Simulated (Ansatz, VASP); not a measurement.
As in VASP and in Ansatz

File INCAR:

```
SYSTEM = As
  PREC = Accurate
  ENCUT = 500
  EDIFF = 1E-6
  ISMEAR = -1
  SIGMA = 0.1
  LREAL = .False.
  LASPH = .True.
  NELM = 120
  ALGO = Normal
  ISIF = 2
  LWAVE = .False.
  LCHARG = .False.
  GGA = CA
  NBANDS = 12
  GGA_COMPAT = .False.
```

KPOINTS

```
Automatic mesh
0
Gamma
  2 2 2
  0 0 0
```

The input POSCAR:

```
As
1.0
    1.8799878575      1.0854114956      3.3276505507
   -1.8799878575      1.0854114956      3.3276505507
    0.0000000000     -2.1708229912      3.3276505507
As
2
Direct
    0.7695128170      0.7695128170      0.7695128170
    0.2304871830      0.2304871830      0.2304871830
```

Input for Ansatz:

```yaml
crystal:
  lattice:
    - [1.8799878575, 1.0854114956, 3.3276505507]
    - [-1.8799878575, 1.0854114956, 3.3276505507]
    - [0.0, -2.1708229912, 3.3276505507]
  atoms:
    - { symbol: As, position: [0.769512817, 0.769512817, 0.769512817] }
    - { symbol: As, position: [0.230487183, 0.230487183, 0.230487183] }
hamiltonian:
  xc: lda
  pseudopotentials:
    kind: paw
    azcp:
      As: "pseudopotentials/As.paw.azcp"
basis:
  ecutwfc: 420
  fft_grid_basis: typed
kpoints:
  mp_grid: { grid: [2, 2, 2], shift: [0, 0, 0] }
magnetization:
  spin_polarized: false
scf:
  occupations: { method: fermi_dirac, width: 0.1 }
  lower_state_search: "off"
output:
  stress: true
```

Alike in both runs: task single point; functional LDA; k mesh 2 × 2 × 2; occupations fermi-dirac, width 0.1 eV; no spin polarisation.

|  | VASP | Ansatz |
| --- | --- | --- |
| version | VASP 6.6.1 | Ansatz 0.2.0 |
| potentials or method | VASP PAW LDA potentials, release 64 (As), cutoff 500 eV | plane waves (420 eV) with PAW, scalar-relativistic |
| valence electrons in the cell | 10 | 30 |

```csv
,VASP,Ansatz,Ansatz less VASP
pressure (GPa),13.2,12.8,-0.40
"traceless stress, the component that is largest in VASP (GPa)",-2.21,-2.25,-0.045
```

Ansatz warns that its potentials were made for another functional, while VASP's fit it. LDA's correlation is that of Perdew and Zunger in VASP and of Perdew and Wang (1992) in Ansatz. VASP's potentials hold 10 valence electrons a cell and Ansatz's 30, so a difference there can come from the potentials and not from the codes.

The k mesh is coarse, so the values compare programs but aren't converged.
